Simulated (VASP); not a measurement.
Here is a VASP 6.6.1 calculation.

The input INCAR:

```
SYSTEM = PbO
PREC = Accurate
ENCUT = 520
EDIFF = 1E-6
ISMEAR = 0
SIGMA = 0.05
LREAL = .False.
LASPH = .True.
NELM = 80
ALGO = Normal
ISIF = 2
LWAVE = .False.
LCHARG = .False.
GGA = PS
NBANDS = 28
```

KPOINTS

```
Automatic mesh
0
Gamma
  8 8 6
  0 0 0
```

File POSCAR:

```
PbO
1.0
    4.0141440000      0.0000000000      0.0000000000
    0.0000000000      3.9346560000      0.0000000000
    0.0000000000      0.0000000000      5.0220000000
Pb O
2 2
Direct
    0.0000000000      0.5000000000      0.2351000000
    0.5000000000      0.0000000000      0.7649000000
    0.0000000000      0.0000000000      0.0000000000
    0.5000000000      0.5000000000      0.0000000000
```

Potentials or basis: VASP PAW PBE potentials, release 64 (Pb_d, O).

Launch:

```sh
$ cat potpaw_PBE.64/Pb_d/POTCAR potpaw_PBE.64/O/POTCAR > POTCAR
$ mpirun -np 1 vasp_std > vasp.out
```

Task: Predict the pressure.

Result: 1.0 GPa.

Task: Predict the band gap on the k mesh.

Result: 1.18 eV (least direct gap 2.24 eV).

Forces on the atoms (eV/Å):
```
Pb   0.000  0.000  0.172
Pb   0.000  0.000 -0.172
O    0.000  0.000 -0.160
O    0.000  0.000  0.160
```

Caveat: the cell differs from its parent crystal (strain +0.0100 x Voigt [1, -1, 0, 0, 0, 0]); the PAW data sets were made with another functional, which shifts forces and pressure a little; spin-orbit coupling is left out, which moves the levels of the heavy elements. A k mesh can miss the band edges.
